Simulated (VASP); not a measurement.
# H in VASP: a series of runs

Runs on H. Level: PBEsol. Tasks: single point.

Program: VASP 6.6.1. These are calculated values, not measurements. Logs are shortened: lines on timing, memory, paths and dates and some standing lists are left out, and cuts for length are marked.

**1. The cell of the first run**

It takes space group I4/mmm (No. 139, tetragonal). The conventional cell has a = 3.508 Å, b = 3.508 Å, c = 4.388 Å, α = 90.00°, β = 90.00°, γ = 90.00°. H (site symmetry 4mm) has 1 H at 0.76 Å within 1.0 Å.

**2. Single point, PBEsol (z stretched by +0.5 %, x and y held)**

INCAR reads:

```
SYSTEM = H
PREC     = Accurate       ! precision mode
ENCUT    = 500            ! plane-wave cutoff, eV
EDIFF    = 1E-6           ! SCF threshold, eV
ISMEAR   = 0              ! smearing method
SIGMA    = 0.01           ! smearing width, eV
LREAL    = .FALSE.        ! projectors in reciprocal space
LASPH    = .TRUE.         ! aspherical terms in the spheres
NELM     = 120            ! most SCF steps
ALGO     = Normal         ! electronic algorithm
ISIF     = 2              ! what is computed and relaxed
LWAVE    = .FALSE.        ! write WAVECAR
LCHARG   = .TRUE.         ! write CHGCAR
GGA      = PS             ! functional
LELF     = .TRUE.         ! ELF
LVHAR    = .TRUE.       
NBANDS   = 8              ! bands
GGA_COMPAT= .FALSE.
```

KPOINTS reads:

```
regular mesh
0
G
  10 10 10
  0 0 0
```

POSCAR reads:

```
H
1.0
   -1.7539625964      1.7539625964      2.1938127132
    1.7539625964     -1.7539625964      2.1938127132
    1.7539625964      1.7539625964     -2.1938127132
H
2
Direct
    0.9134737732      0.9134737732      0.0000000000
    0.0865262268      0.0865262268      0.0000000000
```

Potentials or basis: VASP PAW PBE potentials, release 64 (H).

Started as:

```sh
$ cat potpaw_PBE.64/H/POTCAR > POTCAR
$ mpirun -np 1 vasp_std > vasp.out
```

OUTCAR:

```text
SYSTEM = H
   PREC = Accurate
   ENCUT = 500
   EDIFF = 1E-6
   ISMEAR = 0
   LREAL = .FALSE.
   LASPH = .TRUE.
   NELM = 120
   ISIF = 2
   GGA = PS

 ion  position               nearest neighbor table
   1  0.913  0.913  0.000-   2 0.76
   2  0.087  0.087  0.000-   1 0.76

  LATTYP: Found a body centered tetragonal cell.
 ALAT       =     3.5079251928
 C/A-ratio  =     1.2507750836

  Lattice vectors:

 A1 = (  -1.7539625964,   1.7539625964,   2.1938127132)
 A2 = (   1.7539625964,  -1.7539625964,   2.1938127132)
 A3 = (   1.7539625964,   1.7539625964,  -2.1938127132)

Analysis of symmetry for initial positions (statically):
=====================================================================
 Subroutine PRICEL returns:
 Original cell was already a primitive cell.

 Routine SETGRP: Setting up the symmetry group for a
 body centered tetragonal supercell.

 Subroutine GETGRP returns: Found 16 space group operations
 (whereof 16 operations were pure point group operations)
 out of a pool of 16 trial point group operations.

The static configuration has the point symmetry D_4h.

Analysis of symmetry for dynamics (positions and initial velocities):
=====================================================================
 Subroutine PRICEL returns:
 Original cell was already a primitive cell.

 Routine SETGRP: Setting up the symmetry group for a
 body centered tetragonal supercell.

 Subroutine GETGRP returns: Found 16 space group operations
 (whereof 16 operations were pure point group operations)
 out of a pool of 16 trial point group operations.

The dynamic configuration has the point symmetry D_4h.

 Subroutine INISYM returns: Found 16 space group operations
 (whereof 16 operations are pure point group operations),
 and found     1 'primitive' translations

----------------------------------------------------------------------------------------

                                     Primitive cell

  volume of cell :      26.9960

  direct lattice vectors                    reciprocal lattice vectors
    -1.753962596  1.753962596  2.193812713     0.000000000  0.285068793  0.227913713
     1.753962596 -1.753962596  2.193812713     0.285068793  0.000000000  0.227913713
     1.753962596  1.753962596 -2.193812713     0.285068793  0.285068793  0.000000000

  length of vectors
     3.311432288  3.311432288  3.311432288     0.364977913  0.364977913  0.403148153

  position of ions in fractional coordinates (direct lattice)
     0.913473773  0.913473773  0.000000000
     0.086526227  0.086526227  0.000000000

  ion indices of the primitive-cell ions
   primitive index   ion index
                 1           1
                 2           2

----------------------------------------------------------------------------------------

 KPOINTS: regular mesh

Automatic generation of k-mesh.
 Grid dimensions read from file:
 generate k-points for:   10   10   10

 Generating k-lattice:

  Cartesian coordinates                     Fractional coordinates (reciprocal lattice)
     0.000000000  0.028506879  0.022791371     0.100000000  0.000000000 -0.000000000
     0.028506879  0.000000000  0.022791371     0.000000000  0.100000000 -0.000000000
     0.028506879  0.028506879  0.000000000     0.000000000  0.000000000  0.100000000

  Length of vectors
     0.036497791  0.036497791  0.040314815

  Shift w.r.t. Gamma in fractional coordinates (k-lattice)
     0.000000000  0.000000000  0.000000000

 Subroutine IBZKPT returns following result:
 ===========================================

 Found    102 irreducible k-points:

 Following reciprocal coordinates:
            Coordinates               Weight
  0.000000  0.000000  0.000000      1.000000
  0.100000 -0.000000  0.000000      8.000000
  0.200000 -0.000000  0.000000      8.000000
  0.300000  0.000000  0.000000      8.000000
  0.400000 -0.000000  0.000000      8.000000
  0.500000  0.000000 -0.000000      4.000000
[... 16 lines left out ...]
  0.300000  0.300000  0.000000      8.000000
  0.400000  0.300000  0.000000     16.000000
 [... further k-points ...]
   k-points           NKPTS =    102   k-points in BZ     NKDIM =    102   number of bands    NBANDS=      8
   number of dos      NEDOS =    301   number of ions     NIONS =      2
   total plane-waves  NPLWV =  13824
   dimension x,y,z NGX =    24 NGY =   24 NGZ =   24
   dimension x,y,z NGXF=    48 NGYF=   48 NGZF=   48
   ions per type =               2
   NGX,Y,Z   is equivalent  to a cutoff of  12.05, 12.05, 12.05 a.u.
   NGXF,Y,Z  is equivalent  to a cutoff of  24.10, 24.10, 24.10 a.u.
 SYSTEM =  H
   PREC   = accura    normal or accurate (medium, high low for compatibility)
   ISTART =      0    job   : 0-new  1-cont  2-samecut
   ICHARG =      2    charge: 1-file 2-atom 10-const
   ISPIN  =      1    spin polarized calculation?
   LNONCOLLINEAR =      F non collinear calculations
   LSORBIT =      F    spin-orbit coupling
   LASPH  =      T    aspherical Exc in radial PAW
   ENCUT  =  500.0 eV  36.75 Ry    6.06 a.u.   6.04  6.04  6.04*2*pi/ulx,y,z
   NELM   =    120;   NELMIN=  2; NELMDL= -5     # of ELM steps
   EDIFF  = 0.1E-05   stopping-criterion for ELM
   LREAL  =      F    real-space projection
   EDIFFG = 0.1E-04   stopping-criterion for IOM
   NSW    =      0    number of steps for IOM
   IBRION =     -1    ionic relax: 0-MD 1-quasi-New 2-CG
   NFREE  =      0    steps in history (QN), initial steepest desc. (CG)
   ISIF   =      2    stress and relaxation
   ISYM   =      2    0-nonsym 1-usesym 2-fastsym
   POTIM  = 0.5000    time-step for ionic-motion
   TEBEG  =    0.0;   TEEND  =   0.0 temperature during run
   PSTRESS=    0.0 pullay stress
   NELECT =       2.0000    total number of electrons
   NUPDOWN=      -1.0000    fix difference up-down
   EMIN   =  10.00;   EMAX   =-10.00  energy-range for DOS
   EFERMI =   0.00;   METHOD = LEGACY
   ISMEAR =     0;   SIGMA  =   0.01  broadening in eV -4-tet -1-fermi 0-gaus
   EFERMI_NEDOS =   21; number of points for ismear=-14 and -15
   IALGO  =     38    algorithm
   IMIX   =      4    mixing-type and parameters
     AMIX     =   0.40;   BMIX     =  1.00
     AMIX_MAG =   1.60;   BMIX_MAG =  1.00
  volume/ion in A,a.u.               =      13.50        91.09
  Fermi-wavevector in a.u.,A,eV,Ry     =   0.687572  1.299322  6.432223  0.472755
  Thomas-Fermi vector in A             =   1.768125
   LORBIT       =      0    0 simple, 1 ext, 2 COOP (PROOUT), +10 PAW based schemes
   GGA     = PS    functional components
   LHFCALC =     F    Hartree Fock is set to
   AEXX    =    0.0000 exact exchange contribution
   IVDW    =     0    specifies the selected vdW correction
   LEPSILON=     F    determine dielectric tensor
   LRPA    =     F    only Hartree local field effects (RPA)
 non-spin polarized calculation
 Gauss-broadening in eV      SIGMA  =   0.01
  energy-cutoff  :      500.00
  volume of cell :       27.00
 maximum number of plane-waves:       700
   NGX = 11   NGY = 11   NGZ = 11

 number of electron       2.0000001 magnetization

 Free energy of the ion-electron system (eV)
  ---------------------------------------------------
  ext. energy  EPLUGINS =         0.00000000
  ---------------------------------------------------
  free energy    TOTEN  =        -6.52688569 eV

  energy without entropy =       -6.52688569  energy(sigma->0) =       -6.52688569

 E-fermi :  -8.1292     XC(G=0):  -5.0192

 val. band max:       -8.2749661885   @ k =   0.5000   0.5000   0.5000
 cond. band min:       0.5983834854   @ k =   0.5000   0.0000  -0.0000
 fundamental gap:      8.8733496739
 Fermi energy:        -8.1292268024

 k-point     1 :       0.0000    0.0000    0.0000
  band No.  band energies     occupation
      1     -10.2011      2.00000
      2       4.5018      0.00000
      3       7.8607      0.00000
      4      13.7912      0.00000
      5      13.7912      0.00000
      6      15.8158      0.00000
      7      15.8158      0.00000
      8      17.1345      0.00000

 k-point     2 :       0.1000   -0.0000    0.0000
  band No.  band energies     occupation
      1     -10.0998      2.00000
      2       4.0415      0.00000
      3       8.0367      0.00000
      4      12.7337      0.00000
      5      13.1476      0.00000
      6      15.8786      0.00000
      7      16.4535      0.00000
      8      16.9150      0.00000

 k-point     3 :       0.2000   -0.0000    0.0000
  band No.  band energies     occupation
      1      -9.8175      2.00000
      2       3.0013      0.00000
      3       8.2763      0.00000
      4      11.0179      0.00000
      5      12.2570      0.00000
      6      15.9805      0.00000
      7      16.6020      0.00000
      8      16.9207      0.00000

 k-point     4 :       0.3000    0.0000    0.0000
  band No.  band energies     occupation
      1      -9.4277      2.00000
      2       1.8481      0.00000
      3       8.2595      0.00000
      4       9.8782      0.00000
      5      11.5989      0.00000
      6      14.8949      0.00000
      7      15.8069      0.00000
      8      17.8794      0.00000

 k-point     5 :       0.4000   -0.0000    0.0000
  band No.  band energies     occupation
      1      -9.0689      2.00000
      2       0.9450      0.00000
      3       7.9769      0.00000
      4       9.4636      0.00000
      5      11.2169      0.00000
      6      14.1576      0.00000
      7      15.5688      0.00000
      8      16.8029      0.00000
[... 177 lines left out ...]
 k-point    22 :      -0.2000    0.2000    0.0000
  band No.  band energies     occupation
      1      -9.7485      2.00000
      2       3.5716      0.00000
      3       6.6166      0.00000
      4      11.5428      0.00000
      5      12.2692      0.00000
      6      12.6790      0.00000
      7      16.1993      0.00000
      8      18.5806      0.00000

 k-point    23 :       0.3000    0.3000    0.0000
  band No.  band energies     occupation
      1      -8.7439      2.00000
      2       1.5139      0.00000
      3       4.4903      0.00000
      4       8.6177      0.00000
      5      10.6497      0.00000
      6      15.6320      0.00000
      7      18.1405      0.00000
      8      19.0314      0.00000

 k-point    24 :       0.4000    0.3000    0.0000
  band No.  band energies     occupation
      1      -8.6831      2.00000
      2       1.9901      0.00000
      3       3.8525      0.00000
      4       8.2966      0.00000
      5       9.7542      0.00000
      6      16.4690      0.00000
      7      17.6328      0.00000
      8      19.5818      0.00000

 [... further k-points ...]

------------------------ aborting loop because EDIFF is reached ----------------------------------------

  FORCE on cell =-STRESS in cart. coord.  units (eV):
  Direction    XX          YY          ZZ          XY          YZ          ZX
  --------------------------------------------------------------------------------------
  -------------------------------------------------------------------------------------
  Total       -0.0302429     -0.0302429     -0.0312518      0.0000000      0.0000000      0.0000000
  in kB       -1.7948735     -1.7948735     -1.8547513      0.0000000      0.0000000      0.0000000
  external PRESSURE =      -1.8148328 kB  Pullay stress =       0.0000000 kB

 VOLUME and BASIS-vectors are now :
 -----------------------------------------------------------------------------
  energy-cutoff  :      500.00
  volume of cell :       27.00
      direct lattice vectors                 reciprocal lattice vectors
    -1.753962596  1.753962596  2.193812713     0.000000000  0.285068793  0.227913713
     1.753962596 -1.753962596  2.193812713     0.285068793  0.000000000  0.227913713
     1.753962596  1.753962596 -2.193812713     0.285068793  0.285068793  0.000000000

 POSITION                                       TOTAL-FORCE (eV/Angst)
 -----------------------------------------------------------------------------------
      0.00000      0.00000      4.00798        -0.000000     -0.000000     -0.006558
      0.00000      0.00000      0.37964         0.000000      0.000000      0.006558
 -----------------------------------------------------------------------------------
    total drift:                               -0.000000     -0.000000      0.000000

  FREE ENERGIE OF THE ION-ELECTRON SYSTEM (eV)
  ---------------------------------------------------
  free  energy   TOTEN  =        -6.5268856881 eV

  energy  without entropy=       -6.5268856881  energy(sigma->0) =       -6.52688569
```

It took 7.7 s on 1 thread of Intel Xeon Platinum 8375C at 2.90GHz (Ice Lake), shared host; peak memory 0.13 GiB.

What came out:

- Free energy: -6.5269 eV
- Pressure: -0.2 GPa
- Largest force: 0.007 eV/Å
- Band gap on the k mesh: 8.87 eV (least direct gap 9.52 eV)

Forces on the atoms (eV/Å):
```
H    0.000  0.000 -0.007
H    0.000  0.000  0.007
```

Caveat: the cell differs from its parent crystal (z stretched by +0.5 %, x and y held); this functional lacks dispersion, which holds the molecules together, so the pressure and a relaxed volume are unreliable; the PAW data sets were made with another functional, which shifts forces and pressure a little. A k mesh can miss the band edges.

**3. Single point, PBEsol**

This run uses another cell than the first one, of 13.63 Å³/atom.

INCAR reads:

```
PREC = Accurate ; ENCUT = 500
EDIFF = 1E-6 ; ISMEAR = 0
SIGMA = 0.01 ; LREAL = F
LASPH = T ; NELM = 120
ALGO = Normal ; ISIF = 2
LWAVE = F ; LCHARG = T
GGA = PS ; LELF = T
LVHAR = T ; NBANDS = 8
GGA_COMPAT = F
```

KPOINTS reads:

```
Automatic mesh
0
Gamma
  10 10 10
```

POSCAR reads:

```
H
1.0
   -1.7627324094      1.7627324094      2.1938127132
    1.7627324094     -1.7627324094      2.1938127132
    1.7627324094      1.7627324094     -2.1938127132
H
2
Direct
    0.9134781401      0.9134781401      0.0000000000
    0.0865218599      0.0865218599      0.0000000000
```

Potentials or basis: VASP PAW PBE potentials, release 64 (H).

Started as:

```sh
$ cat potpaw_PBE.64/H/POTCAR > POTCAR
$ mpirun -np 1 vasp_std > vasp.out
```

It took 8.8 s on 1 thread of Intel Xeon Platinum 8375C at 2.90GHz (Ice Lake), shared host; peak memory 0.13 GiB.

The run converged. Its results:

| Property | Result |
| --- | --- |
| Free energy | -6.5269 eV |
| Pressure | -0.2 GPa |
| Largest force | 0.007 eV/Å |
| Band gap on the k mesh | 8.88 eV (least direct gap 9.52 eV) |

Forces on the atoms (eV/Å):
```
H    0.000  0.000 -0.007
H    0.000  0.000  0.007
```

Levels at points of the mesh, in eV from the valence-band top:
| k point | band 1 | band 2 | band 3 | band 4 | band 5 |
| --- | --- | --- | --- | --- | --- |
| (0.00, 0.00, 0.00) | -1.90 | 12.72 | 16.09 | 21.99 | 21.99 |
| (0.50, 0.00, 0.00) | -0.64 | 8.88 | 16.04 | 17.62 | 19.28 |
| (0.50, 0.50, 0.00) | -0.44 | 10.56 | 13.36 | 15.44 | 17.83 |
| (0.50, 0.50, 0.50) | 0.00 | 9.77 | 14.92 | 15.57 | 15.57 |

Caveat: this functional lacks dispersion, which holds the molecules together, so the pressure and a relaxed volume are unreliable; the PAW data sets were made with another functional, which shifts forces and pressure a little. A k mesh can miss the band edges.

**4. Single point, PBEsol (z stretched by -0.5 %, x and y held)**

INCAR reads:

```
ALGO = Normal
EDIFF = 1E-6
ENCUT = 500
GGA = PS
GGA_COMPAT = False
ISIF = 2
ISMEAR = 0
LASPH = True
LCHARG = False
LREAL = False
LWAVE = False
NBANDS = 8
NELM = 120
PREC = Accurate
SIGMA = 0.01
```

KPOINTS reads:

```
k-points
0
Gamma
  10 10 10
```

POSCAR reads:

```
H
1.0
   -1.7539625964      1.7539625964      2.1719837309
    1.7539625964     -1.7539625964      2.1719837309
    1.7539625964      1.7539625964     -2.1719837309
H
2
Direct
    0.9126058714      0.9126058714      0.0000000000
    0.0873941286      0.0873941286      0.0000000000
```

Started as:

```sh
$ cat potpaw_PBE.64/H/POTCAR > POTCAR
$ mpirun -np 1 vasp_std > vasp.out
```

It took 7.8 s on 1 thread of Intel Xeon Platinum 8375C at 2.90GHz (Ice Lake), shared host; peak memory 0.13 GiB.

It converged, with:

```yaml
Free_energy: -6.5268 eV
Pressure: -0.2 GPa
Largest_force: 0.007 eV/Å
Band_gap_on_the_k_mesh: 8.84 eV (least direct gap 9.50 eV)
```

Forces in eV/Å, atoms in the order of the input:
```
H    0.000  0.000 -0.007
H    0.000  0.000  0.007
```

Levels at points of the mesh, in eV from the valence-band top:
```csv
k point,band 1,band 2,band 3,band 4
"(0.00, 0.00, 0.00)",-1.97,12.81,16.17,22.15
"(0.50, 0.00, 0.00)",-0.66,8.84,16.12,17.73
"(0.50, 0.50, 0.00)",-0.47,10.53,13.41,15.50
"(0.50, 0.50, 0.50)",0.00,9.78,14.96,15.59
```

Caveat: the cell differs from its parent crystal (z stretched by -0.5 %, x and y held); this functional lacks dispersion, which holds the molecules together, so the pressure and a relaxed volume are unreliable; the PAW data sets were made with another functional, which shifts forces and pressure a little. A k mesh can miss the band edges.

(Part 1 of 2 ends here.)
